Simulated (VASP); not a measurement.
Hg2S:

```
Hg S
1.0
     5.29773    0.00000    0.00000
     0.00000    5.29773    0.00000
     0.00000    0.00000    3.96726
Hg S
2 1
Direct
  0.50000 0.00000 0.00000
  0.00000 0.50000 0.00000
  0.00000 0.00000 0.00000
```

The cell was generated, and may not be a known phase.

```yaml
Program: VASP 6.6.1
Task: relaxation of cell and atoms
Functional: PBE
Potentials_or_basis: VASP PAW PBE potentials, release 64 (Hg, S)
Cutoff: 600 eV
k_mesh: 10 × 10 × 12
Occupations: gaussian, width 0.1 eV
Spin: no spin polarisation
```

At the start: pressure -0.0 GPa; volume 37.12 Å³/atom.

How do energy, volume and symmetry change on relaxing?

Over 13 steps the energy falls by 21.8 meV/atom and the volume is 47.85 Å³/atom (+28.9 %); space group P4/mmm (No. 123, to 0.1 Å) before and after.

The path:
```csv
step,energy change (eV),largest force (eV/Å),pressure (GPa),volume (Å³)
1,0.0000,0.0000,-0.02,111.35
2,-0.0096,0.0000,0.35,111.25
3,-0.0129,0.0000,0.80,111.13
4,-0.0195,0.0000,0.71,112.52
5,-0.0354,0.0000,0.47,116.73
6,-0.0535,0.0000,0.07,125.26
7,-0.0588,0.0000,-0.50,142.76
8,-0.0604,0.0000,-0.36,137.82
9,-0.0651,0.0000,0.13,140.54
10,-0.0653,0.0000,0.06,140.09
11,-0.0653,0.0000,0.06,140.14
12,-0.0655,0.0000,0.04,140.99
13,-0.0655,0.0000,-0.01,143.54
```

Final structure:
```cif
data_structure
_symmetry_space_group_name_H-M 'P 1'
_symmetry_Int_Tables_number 1
_cell_length_a 5.2722
_cell_length_b 5.2722
_cell_length_c 5.1642
_cell_angle_alpha 90.000
_cell_angle_beta 90.000
_cell_angle_gamma 90.000
_cell_volume 143.54
loop_
_atom_site_label
_atom_site_type_symbol
_atom_site_fract_x
_atom_site_fract_y
_atom_site_fract_z
_atom_site_occupancy
Hg1 Hg 0.50000 0.00000 0.00000 1
Hg2 Hg 0.00000 0.50000 0.00000 1
S1 S 0.00000 0.00000 0.00000 1
```

Caveat: the volume moved by over 15 % at a fixed basis, so the end points are rough.
